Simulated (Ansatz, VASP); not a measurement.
# MgCd5Te6: VASP beside Ansatz

```
CELL_PARAMETERS angstrom
4.32295 0.00000 0.00000
-2.16147 3.74378 0.00000
0.00000 0.00000 21.27975
ATOMIC_POSITIONS crystal
Mg 0.66667 0.33333 0.16679
Cd 0.33333 0.66667 0.00012
Cd 0.33333 0.66667 0.33345
Cd 0.33333 0.66667 0.66679
Cd 0.66667 0.33333 0.50012
Cd 0.66667 0.33333 0.83345
Te 0.33333 0.66667 0.12488
Te 0.33333 0.66667 0.45821
Te 0.33333 0.66667 0.79155
Te 0.66667 0.33333 0.29155
Te 0.66667 0.33333 0.62488
Te 0.66667 0.33333 0.95821
```

Alike in both runs: task relaxation of cell and atoms; functional PBE; k mesh 6 × 6 × 1; occupations gaussian, width 0.1 eV; no spin polarisation.

```csv
,VASP,Ansatz
version,VASP 6.6.1,Ansatz 0.2.0
potentials or method,"VASP PAW PBE potentials, release 64 (Mg, Cd, Te), cutoff 600 eV","scalar-relativistic, plane waves, PAW"
valence electrons in the cell,98,206
```

|  | VASP | Ansatz | Ansatz less VASP |
| --- | --- | --- | --- |
| gap on the k mesh at the Fermi level, each at its own relaxed structure (eV) | 0.79 | 0.80 | +0.004 |
| relaxed volume (Å³/atom) | 36.03 | 35.94 | -0.086 |
| relaxed cell length with the largest relative difference (Å) | 22.916 | 22.891 | -0.0255 |

VASP's potentials hold 98 valence electrons a cell and Ansatz's 206, so a difference there can come from the potentials and not from the codes.

Spin-orbit coupling is off throughout. Noted on VASP's run: the volume moved by over 15 % at a fixed basis, so the end points are rough.
